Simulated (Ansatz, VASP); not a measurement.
# Two plane-wave programs on Se

File POSCAR:

```
Se
1.0
    2.0004411501      1.1549552365      1.6057900815
   -2.0004411501      1.1549552365      1.6057900815
    0.0000000000     -2.3099104730      1.6057900815
Se
1
Direct
    0.0000000000      0.0000000000      0.0000000000
```

INCAR.step1

```
SYSTEM = Se
PREC = Accurate
ENCUT = 600
ISMEAR = -1
SIGMA = 0.15
LREAL = .False.
LASPH = .True.
NELM = 100
GGA = PE
ALGO = Normal
EDIFF = 1E-4
LWAVE = .True.
LCHARG = .False.
```

INCAR.step2

```
SYSTEM = Se
PREC = Accurate
ENCUT = 600
EDIFF = 1E-7
ISMEAR = -1
SIGMA = 0.15
LREAL = .False.
LASPH = .True.
NELM = 100
ALGO = Normal
ISIF = 3
LWAVE = .False.
LCHARG = .False.
METAGGA = R2SCAN
LMIXTAU = .True.
IBRION = 2
NSW = 80
EDIFFG = -0.001
ISTART = 1
```

File KPOINTS:

```
Automatic mesh
0
Gamma
  15 15 15
  0 0 0
```

Input for Ansatz:

```yaml
crystal:
  lattice:
    - [2.0004411501, 1.1549552365, 1.6057900815]
    - [-2.0004411501, 1.1549552365, 1.6057900815]
    - [0.0, -2.309910473, 1.6057900815]
  atoms:
    - { symbol: Se, position: [0.0, 0.0, 0.0] }
basis:
  ecutwfc: 500
kpoints:
  mp_grid: { grid: [15, 15, 15] }
hamiltonian:
  xc: r2scan
scf:
  occupations: { method: fermi_dirac, width: 0.15 }
output:
  forces: true
  stress: true
  eigenvalues: true
relax:
  adjacent_minimum: "off"
  f_tol: 0.001
  max_steps: 60
  cell: { stress_tol: 0.01 }
```

Alike in both runs: task relaxation of cell and atoms; functional r2SCAN; k mesh 15 × 15 × 15; occupations fermi-dirac, width 0.15 eV; no spin polarisation.

|  | VASP | Ansatz |
| --- | --- | --- |
| version | VASP 6.6.1 | Ansatz 0.2.0 |
| potentials or method | VASP PAW PBE potentials, release 64 (Se), cutoff 600 eV | scalar-relativistic, plane waves, PAW |
| valence electrons in the cell | 6 | 16 |

```tsv
	VASP	Ansatz	Ansatz less VASP
gap on the k mesh at the Fermi level, each at its own relaxed structure (eV)	none	none	-
relaxed volume (Å³/atom)	22.28	22.30	+0.024
relaxed length of the cell vector where the two differ most in proportion (Å)	2.814	2.815	+0.0010
```

VASP's potentials were made for PBE, not for r2SCAN. A gap of «none» marks a metal or a gap that the smearing closes. VASP's potentials hold 6 valence electrons a cell and Ansatz's 16, so a difference there can come from the potentials and not from the codes.
